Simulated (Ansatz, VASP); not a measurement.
# One calculation of CrO2, two programs

Contents of INCAR:

```
PREC = Accurate
ENCUT = 520
EDIFF = 1E-7
ISMEAR = 0
SIGMA = 0.1
LREAL = F
LASPH = T
NELM = 150
ALGO = Normal
ISIF = 2
LWAVE = F
LCHARG = T
ISPIN = 2
MAGMOM = -3 0 0
LORBIT = 11
LMAXMIX = 4
GGA = PE
LELF = T
LVHAR = T
NBANDS = 23
```

KPOINTS

```
Automatic mesh
0
Gamma
  6 6 6
```

Contents of POSCAR:

```
CrO2
1.0
    1.4899679969      0.8602334241      4.7899538005
   -1.4899679969      0.8602334241      4.7899538005
    0.0000000000     -1.7204668482      4.7899538005
Cr O
1 2
Direct
    0.5000000000      0.5000000000      0.5000000000
    0.7690820000      0.7690820000      0.7690820000
    0.2309180000      0.2309180000      0.2309180000
```

Input for Ansatz:

```yaml
crystal:
  lattice:
    - [1.4899679969, 0.8602334241, 4.7899538005]
    - [-1.4899679969, 0.8602334241, 4.7899538005]
    - [0.0, -1.7204668482, 4.7899538005]
  atoms:
    - { symbol: Cr, position: [0.5, 0.5, 0.5], spin: -3.0 }
    - { symbol: O, position: [0.769082, 0.769082, 0.769082] }
    - { symbol: O, position: [0.230918, 0.230918, 0.230918] }
basis:
  ecutwfc: 420
kpoints:
  mp_grid: { grid: [6, 6, 6] }
hamiltonian:
  xc: pbe
scf:
  occupations: { method: gaussian, width: 0.1 }
  lower_state_search: "off"
output:
  forces: true
  stress: true
  eigenvalues: true
  populations: true
magnetization:
  spin_polarized: true
```

Alike in both runs: task single point; functional PBE; k mesh 6 × 6 × 6; occupations gaussian, width 0.1 eV; collinear spin.

```csv
,VASP,Ansatz
version,VASP 6.6.1,Ansatz 0.2.0
potentials or method,"VASP PAW PBE potentials, release 64 (Cr_pv, O), cutoff 520 eV","scalar-relativistic, plane waves, PAW"
valence electrons in the cell,24,26
```

Ansatz gave:

| Quantity | Value |
| --- | --- |
| gap on the k mesh at the Fermi level (eV) | none |
| pressure (GPa) | -8.1 |
| traceless stress, the component that is largest in VASP (GPa) | 6.39 |
| rms of the force components (eV/Å) | 0.136 |
| net moment per atom (μB) | 0.67 |
| size of the moment on the site where the two differ most (μB) | 1.81 |

**Question.** What did VASP give for the same quantities?

**Answer.** gap on the k mesh at the Fermi level (eV): none; pressure (GPa): -7.5; traceless stress, the component that is largest in VASP (GPa): 6.01; rms of the force components (eV/Å): 0.109; net moment per atom (μB): 0.67; size of the moment on the site where the two differ most (μB): 2.14.

Site moments also hang on the region over which each program counts them. Atom by atom the forces differ by 0.026 eV/Å (rms over components). A gap of «none» marks a metal or a gap that the smearing closes. VASP's potentials hold 24 valence electrons a cell and Ansatz's 26, so a difference there can come from the potentials and not from the codes.

The k mesh is coarse, so the values compare programs but aren't converged.
